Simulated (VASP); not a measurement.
# InSb3 (Fm-3m) in VASP: single point with LDA

Aim: the single point of InSb3 with LDA.

Program: VASP 6.6.1. These are calculated values, not measurements. Logs are shortened: lines on timing, memory, paths and dates and some standing lists are left out, and cuts for length are marked.

## (1) The cell of the first run

The structure is cubic, space group Fm-3m (No. 225). The conventional cell has a = 7.589 Å, b = 7.589 Å, c = 7.589 Å, α = 90.00°, β = 90.00°, γ = 90.00°. In (site symmetry m-3m) has 14 Sb at 3.29 to 3.79 Å within 4.3 Å. Within 4.3 Å of Sb (site symmetry -43m) lie 4 In at 3.29 Å and 10 Sb at 3.29 to 3.79 Å. Within 4.3 Å of Sb (site symmetry m-3m) lie 8 Sb at 3.29 Å and 6 In at 3.79 Å.

## (2) Single point, LDA

INCAR

```
SYSTEM = InSb3
ALGO = Normal
EDIFF = 1E-6
ENCUT = 520
GGA = CA
ISIF = 2
ISMEAR = -1
LASPH = .True.
LCHARG = .False.
LREAL = .False.
LWAVE = .False.
NBANDS = 22
NELM = 60
PREC = Accurate
SIGMA = 0.1
```

KPOINTS

```
k-points
0
Gamma
  4 4 4
  0 0 0
```

POSCAR

```
InSb3
1.0
    0.0000000000      3.7945500000      3.7945500000
    3.7945500000      0.0000000000      3.7945500000
    3.7945500000      3.7945500000      0.0000000000
In Sb
1 3
Direct
    0.0000000000      0.0000000000      0.0000000000
    0.2500000000      0.2500000000      0.2500000000
    0.7500000000      0.7500000000      0.7500000000
    0.5000000000      0.5000000000      0.5000000000
```

Potentials or basis: VASP PAW LDA potentials, release 64 (In_d, Sb).

Run with:

```console
$ cat potpaw_LDA.64/In_d/POTCAR potpaw_LDA.64/Sb/POTCAR > POTCAR
$ mpirun -np 1 vasp_std > vasp.out
```

OUTCAR:

```text
SYSTEM = InSb3
   EDIFF = 1E-6
   ENCUT = 520
   GGA = CA
   ISIF = 2
   ISMEAR = -1
   LASPH = .True.
   LREAL = .False.
   NELM = 60
   PREC = Accurate

 ion  position               nearest neighbor table
   1  0.000  0.000  0.000-   3 3.29   3 3.29   3 3.29   2 3.29   3 3.29   2 3.29   2 3.29   2 3.29
                             4 3.79   4 3.79   4 3.79   4 3.79   4 3.79   4 3.79
   2  0.250  0.250  0.250-   1 3.29   1 3.29   1 3.29   1 3.29   4 3.29   4 3.29   4 3.29   4 3.29

   3  0.750  0.750  0.750-   4 3.29   4 3.29   4 3.29   1 3.29   4 3.29   1 3.29   1 3.29   1 3.29

   4  0.500  0.500  0.500-   2 3.29   2 3.29   2 3.29   2 3.29   3 3.29   3 3.29   3 3.29   3 3.29
                             1 3.79   1 3.79   1 3.79   1 3.79   1 3.79   1 3.79

  LATTYP: Found a face centered cubic cell.
 ALAT       =     7.5891000000

  Lattice vectors:

 A1 = (   0.0000000000,   3.7945500000,   3.7945500000)
 A2 = (   3.7945500000,   0.0000000000,   3.7945500000)
 A3 = (   3.7945500000,   3.7945500000,   0.0000000000)

Analysis of symmetry for initial positions (statically):
=====================================================================
 Subroutine PRICEL returns:
 Original cell was already a primitive cell.

 Routine SETGRP: Setting up the symmetry group for a
 face centered cubic supercell.

 Subroutine GETGRP returns: Found 48 space group operations
 (whereof 48 operations were pure point group operations)
 out of a pool of 48 trial point group operations.

The static configuration has the point symmetry O_h .

Analysis of symmetry for dynamics (positions and initial velocities):
=====================================================================
 Subroutine PRICEL returns:
 Original cell was already a primitive cell.

 Routine SETGRP: Setting up the symmetry group for a
 face centered cubic supercell.

 Subroutine GETGRP returns: Found 48 space group operations
 (whereof 48 operations were pure point group operations)
 out of a pool of 48 trial point group operations.

The dynamic configuration has the point symmetry O_h .

 Subroutine INISYM returns: Found 48 space group operations
 (whereof 48 operations are pure point group operations),
 and found     1 'primitive' translations

----------------------------------------------------------------------------------------

                                     Primitive cell

  volume of cell :     109.2725

  direct lattice vectors                    reciprocal lattice vectors
     0.000000000  3.794550000  3.794550000    -0.131767930  0.131767930  0.131767930
     3.794550000  0.000000000  3.794550000     0.131767930 -0.131767930  0.131767930
     3.794550000  3.794550000  0.000000000     0.131767930  0.131767930 -0.131767930

  length of vectors
     5.366304073  5.366304073  5.366304073     0.228228750  0.228228750  0.228228750

  position of ions in fractional coordinates (direct lattice)
     0.000000000  0.000000000  0.000000000
     0.250000000  0.250000000  0.250000000
     0.750000000  0.750000000  0.750000000
     0.500000000  0.500000000  0.500000000

  ion indices of the primitive-cell ions
   primitive index   ion index
                 1           1
                 2           2
                 3           3
                 4           4

----------------------------------------------------------------------------------------

 KPOINTS: k-points

Automatic generation of k-mesh.
 Grid dimensions read from file:
 generate k-points for:    4    4    4

 Generating k-lattice:

  Cartesian coordinates                     Fractional coordinates (reciprocal lattice)
    -0.032941983  0.032941983  0.032941983     0.250000000  0.000000000  0.000000000
     0.032941983 -0.032941983  0.032941983     0.000000000  0.250000000  0.000000000
     0.032941983  0.032941983 -0.032941983     0.000000000  0.000000000  0.250000000

  Length of vectors
     0.057057188  0.057057188  0.057057188

  Shift w.r.t. Gamma in fractional coordinates (k-lattice)
     0.000000000  0.000000000  0.000000000

 Subroutine IBZKPT returns following result:
 ===========================================

 Found      8 irreducible k-points:

 Following reciprocal coordinates:
            Coordinates               Weight
  0.000000  0.000000  0.000000      1.000000
  0.250000  0.000000  0.000000      8.000000
  0.500000  0.000000  0.000000      4.000000
  0.250000  0.250000  0.000000      6.000000
  0.500000  0.250000  0.000000     24.000000
 -0.250000  0.250000  0.000000     12.000000
  0.500000  0.500000  0.000000      3.000000
 -0.250000  0.500000  0.250000      6.000000
   k-points           NKPTS =      8   k-points in BZ     NKDIM =      8   number of bands    NBANDS=     22
   number of dos      NEDOS =    301   number of ions     NIONS =      4
   total plane-waves  NPLWV =  64000
   dimension x,y,z NGX =    40 NGY =   40 NGZ =   40
   dimension x,y,z NGXF=    80 NGYF=   80 NGZF=   80
   ions per type =               1   3
   NGX,Y,Z   is equivalent  to a cutoff of  12.39, 12.39, 12.39 a.u.
   NGXF,Y,Z  is equivalent  to a cutoff of  24.78, 24.78, 24.78 a.u.
 SYSTEM =  InSb3
   PREC   = accura    normal or accurate (medium, high low for compatibility)
   ISTART =      0    job   : 0-new  1-cont  2-samecut
   ICHARG =      2    charge: 1-file 2-atom 10-const
   ISPIN  =      1    spin polarized calculation?
   LNONCOLLINEAR =      F non collinear calculations
   LSORBIT =      F    spin-orbit coupling
   LASPH  =      T    aspherical Exc in radial PAW
   ENCUT  =  520.0 eV  38.22 Ry    6.18 a.u.   9.98  9.98  9.98*2*pi/ulx,y,z
   NELM   =     60;   NELMIN=  2; NELMDL= -5     # of ELM steps
   EDIFF  = 0.1E-05   stopping-criterion for ELM
   LREAL  =      F    real-space projection
   EDIFFG = 0.1E-04   stopping-criterion for IOM
   NSW    =      0    number of steps for IOM
   IBRION =     -1    ionic relax: 0-MD 1-quasi-New 2-CG
   NFREE  =      0    steps in history (QN), initial steepest desc. (CG)
   ISIF   =      2    stress and relaxation
   ISYM   =      2    0-nonsym 1-usesym 2-fastsym
   POTIM  = 0.5000    time-step for ionic-motion
   TEBEG  =    0.0;   TEEND  =   0.0 temperature during run
   PSTRESS=    0.0 pullay stress
   NELECT =      28.0000    total number of electrons
   NUPDOWN=      -1.0000    fix difference up-down
   EMIN   =  10.00;   EMAX   =-10.00  energy-range for DOS
   EFERMI =   0.00;   METHOD = LEGACY
   ISMEAR =    -1;   SIGMA  =   0.10  broadening in eV -4-tet -1-fermi 0-gaus
   EFERMI_NEDOS =   21; number of points for ismear=-14 and -15
   IALGO  =     38    algorithm
   IMIX   =      4    mixing-type and parameters
     AMIX     =   0.40;   BMIX     =  1.00
     AMIX_MAG =   1.60;   BMIX_MAG =  1.00
  volume/ion in A,a.u.               =      27.32       184.35
  Fermi-wavevector in a.u.,A,eV,Ry     =   1.039818  1.964971 14.710904  1.081221
  Thomas-Fermi vector in A             =   2.174365
   LORBIT       =      0    0 simple, 1 ext, 2 COOP (PROOUT), +10 PAW based schemes
   GGA     = CA    functional components
   LHFCALC =     F    Hartree Fock is set to
   AEXX    =    0.0000 exact exchange contribution
   IVDW    =     0    specifies the selected vdW correction
   LEPSILON=     F    determine dielectric tensor
   LRPA    =     F    only Hartree local field effects (RPA)
 non-spin polarized calculation
  energy-cutoff  :      520.00
  volume of cell :      109.27
 maximum number of plane-waves:      2954
   NGX = 19   NGY = 19   NGZ = 19

 number of electron      27.9999991 magnetization

 Free energy of the ion-electron system (eV)
  ---------------------------------------------------
  ext. energy  EPLUGINS =         0.00000000
  ---------------------------------------------------
  free energy    TOTEN  =       -16.84510650 eV

  energy without entropy =      -16.69897010  energy(sigma->0) =      -16.77203830

 E-fermi :   7.7823     XC(G=0): -10.3190

 val. band max:        7.7597664086   @ k =   0.2500   0.0000   0.0000
 cond. band min:       7.7949768278   @ k =   0.5000   0.2500   0.0000
 fundamental gap:      0.0352104192
 Fermi energy:         7.7822506001

 k-point     1 :       0.0000    0.0000    0.0000
  band No.  band energies     occupation
      1      -6.6640      2.00000
      2      -6.6640      2.00000
      3      -6.6640      2.00000
      4      -6.6322      2.00000
      5      -6.6322      2.00000
      6      -4.4528      2.00000
[... 14 lines left out ...]
     21      14.3870      0.00000
     22      14.3870      0.00000

 k-point     2 :       0.2500    0.0000    0.0000
  band No.  band energies     occupation
      1      -6.6716      2.00000
      2      -6.6610      2.00000
      3      -6.6610      2.00000
      4      -6.6330      2.00000
      5      -6.6330      2.00000
      6      -3.9979      2.00000
[... 14 lines left out ...]
     21      12.8055      0.00000
     22      13.3599      0.00000

 k-point     3 :       0.5000    0.0000    0.0000
  band No.  band energies     occupation
      1      -6.6801      2.00000
      2      -6.6586      2.00000
      3      -6.6586      2.00000
      4      -6.6332      2.00000
      5      -6.6332      2.00000
      6      -3.0060      2.00000
[... 14 lines left out ...]
     21      13.4134      0.00000
     22      16.0313      0.00000

 k-point     4 :       0.2500    0.2500    0.0000
  band No.  band energies     occupation
      1      -6.6763      2.00000
      2      -6.6581      2.00000
      3      -6.6581      2.00000
      4      -6.6376      2.00000
      5      -6.6309      2.00000
      6      -3.8448      2.00000
[... 14 lines left out ...]
     21      12.5079      0.00000
     22      12.5079      0.00000

 k-point     5 :       0.5000    0.2500    0.0000
  band No.  band energies     occupation
      1      -6.6789      2.00000
      2      -6.6608      2.00000
      3      -6.6550      2.00000
      4      -6.6397      2.00000
      5      -6.6317      2.00000
      6      -2.8656      2.00000
[... 14 lines left out ...]
     21      12.9665      0.00000
     22      14.0348      0.00000

 k-point     6 :      -0.2500    0.2500    0.0000
  band No.  band energies     occupation
      1      -6.6717      2.00000
      2      -6.6658      2.00000
      3      -6.6575      2.00000
      4      -6.6351      2.00000
      5      -6.6343      2.00000
      6      -3.2679      2.00000
[... 14 lines left out ...]
     21      13.2717      0.00000
     22      14.5553      0.00000

 k-point     7 :       0.5000    0.5000    0.0000
  band No.  band energies     occupation
      1      -6.6890      2.00000
      2      -6.6518      2.00000
      3      -6.6518      2.00000
      4      -6.6453      2.00000
      5      -6.6296      2.00000
      6      -2.2770      2.00000
[... 14 lines left out ...]
     21      12.8032      0.00000
     22      13.2218      0.00000

 k-point     8 :      -0.2500    0.5000    0.2500
  band No.  band energies     occupation
      1      -6.6713      2.00000
      2      -6.6713      2.00000
      3      -6.6518      2.00000
      4      -6.6414      2.00000
      5      -6.6323      2.00000
      6      -1.9314      2.00000
[... 14 lines left out ...]
     21      11.9143      0.00000
     22      15.5687      0.00000

------------------------ aborting loop because EDIFF is reached ----------------------------------------

  FORCE on cell =-STRESS in cart. coord.  units (eV):
  Direction    XX          YY          ZZ          XY          YZ          ZX
  --------------------------------------------------------------------------------------
  -------------------------------------------------------------------------------------
  Total       -3.5036107     -3.5036107     -3.5036107     -0.0000000      0.0000000      0.0000000
  in kB      -51.3707131    -51.3707131    -51.3707131     -0.0000000      0.0000000      0.0000000
  external PRESSURE =     -51.3707131 kB  Pullay stress =       0.0000000 kB

 VOLUME and BASIS-vectors are now :
 -----------------------------------------------------------------------------
  energy-cutoff  :      520.00
  volume of cell :      109.27
      direct lattice vectors                 reciprocal lattice vectors
     0.000000000  3.794550000  3.794550000    -0.131767930  0.131767930  0.131767930
     3.794550000  0.000000000  3.794550000     0.131767930 -0.131767930  0.131767930
     3.794550000  3.794550000  0.000000000     0.131767930  0.131767930 -0.131767930

 POSITION                                       TOTAL-FORCE (eV/Angst)
 -----------------------------------------------------------------------------------
      0.00000      0.00000      0.00000         0.000000      0.000000     -0.000000
      1.89728      1.89728      1.89728        -0.000000     -0.000000     -0.000000
      5.69182      5.69182      5.69182         0.000000      0.000000      0.000000
      3.79455      3.79455      3.79455         0.000000      0.000000     -0.000000
 -----------------------------------------------------------------------------------
    total drift:                               -0.000000      0.000000      0.000000

  FREE ENERGIE OF THE ION-ELECTRON SYSTEM (eV)
  ---------------------------------------------------
  free  energy   TOTEN  =       -16.8451065042 eV

  energy  without entropy=      -16.6989700958  energy(sigma->0) =      -16.77203830
```

Run time: 19 s. Hardware: 1 thread of Intel Xeon 6975P-C, shared host; peak memory 0.19 GiB.

What came out:

```
Free energy            : -16.8451 eV
Pressure               : -5.1 GPa
Band gap on the k mesh : zero (band 14 reaches 8.95 eV, above the bottom of band 15 at 5.44 eV)
```

Caveat: spin-orbit coupling is left out, which moves the levels of the heavy elements.
